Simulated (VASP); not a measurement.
A run of VASP 6.6.1:

The input POSCAR:

```
SnO
1.0
    3.8052425056      0.0000000000      0.0000000000
    0.0000000000      3.8052425056      0.0000000000
    0.0000000000      0.0000000000      4.7521499404
Sn O
2 2
Direct
    0.5000000000      0.0000000000      0.2424576095
    0.0000000000      0.5000000000      0.7575423905
    0.0000000000      0.0000000000      0.0000000000
    0.5000000000      0.5000000000      0.0000000000
```

INCAR.step1

```
SYSTEM = SnO
  ALGO = Normal
  EDIFF = 1E-6
  ENCUT = 520
  GGA = PS
  ISIF = 2
  ISMEAR = 0
  LASPH = .TRUE.
  LCHARG = .TRUE.
  LREAL = .FALSE.
  LWAVE = .FALSE.
  NBANDS = 28
  NELM = 100
  PREC = Accurate
  SIGMA = 0.1
```

The input KPOINTS.step1:

```
k-points
0
G
  12 12 10
  0 0 0
```

The input INCAR.step2:

```
SYSTEM = SnO
  ALGO = Normal
  EDIFF = 1E-6
  ENCUT = 520
  GGA = PS
  ICHARG = 11
  ISIF = 2
  ISMEAR = -5
  LASPH = .TRUE.
  LCHARG = .FALSE.
  LORBIT = 11
  LREAL = .FALSE.
  LWAVE = .FALSE.
  NEDOS = 1001
  NELM = 100
  PREC = Accurate
  SIGMA = 0.1
```

KPOINTS.step2

```
k-points
0
G
  18 18 15
  0 0 0
```

Potentials or basis: VASP PAW PBE potentials, release 64 (Sn_d, O).

The run is started by

```console
$ cat potpaw_PBE.64/Sn_d/POTCAR potpaw_PBE.64/O/POTCAR > POTCAR
$ cp INCAR.step1 INCAR
$ cp KPOINTS.step1 KPOINTS
$ mpirun -np 1 vasp_std > vasp.out
$ cp INCAR.step2 INCAR
$ cp KPOINTS.step2 KPOINTS
$ mpirun -np 1 vasp_std > vasp.out
```

Hardware: 1 thread of Intel(R) Xeon(R) 6975P-C (Granite Rapids), with other jobs on the host.

Task: Estimate the wall time of this run.

Result: Run time: 3.9 min on 1 thread of Intel(R) Xeon(R) 6975P-C (Granite Rapids), with other jobs on the host, peak memory 0.65 GiB. Counts: k points 440.
